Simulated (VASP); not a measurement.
AlPd4: single point with PBE

Crystal: AlPd4.

```
CELL_PARAMETERS angstrom
2.88919 0.00000 0.00000
-1.44460 2.50211 0.00000
0.00000 0.00000 9.29014
ATOMIC_POSITIONS crystal
Al 0.00000 0.00000 0.00000
Pd 0.33333 0.66667 0.86586
Pd 0.33333 0.66667 0.37680
Pd 0.66667 0.33333 0.13414
Pd 0.66667 0.33333 0.62320
```

* Program: VASP 6.6.1
* Task: single point
* Functional: PBE
* Potentials or basis: VASP PAW PBE potentials, release 64 (Al, Pd)
* Cutoff: 520 eV
* k mesh: 6 × 6 × 2
* Occupations: gaussian, width 0.1 eV
* Spin: no spin polarisation

```yaml
Pressure: 56.1 GPa
Largest_force: 8.857 eV/Å
```

Forces in eV/Å, atoms in the order of the input:
```
Al   0.000  0.000  0.000
Pd   0.000  0.000 -8.857
Pd   0.000  0.000  0.580
Pd   0.000  0.000  8.857
Pd   0.000  0.000 -0.580
```

Stress tensor (GPa, compression positive):
```
53.53  0.00  0.00
 0.00 53.53  0.00
 0.00  0.00 61.11
```

Levels at points of the mesh, in eV from the Fermi level:
| k point | band 20 | band 21 | band 22 | band 23 | band 24 | band 25 |
| --- | --- | --- | --- | --- | --- | --- |
| (0.00, 0.00, 0.00) | -0.97 | -0.97 | -0.37 | -0.37 | 0.14 | 3.52 |
| (0.50, 0.00, 0.00) | 0.01 | 0.12 | 0.67 | 1.91 | 2.30 | 3.69 |
| (0.00, 0.00, 0.50) | -1.23 | -0.95 | -0.95 | -0.36 | -0.36 | 5.02 |
| (0.50, 0.00, 0.50) | 0.01 | 0.12 | 0.54 | 1.89 | 2.83 | 3.30 |

Run time: 70 s on 1 thread of AMD EPYC 7571, on a shared host, peak memory 0.16 GiB.

Caveat: the k points lie up to 0.42 Å⁻¹ apart; forces of over 1 eV/Å act on the atoms, so gaps and moduli don't describe the material at rest.
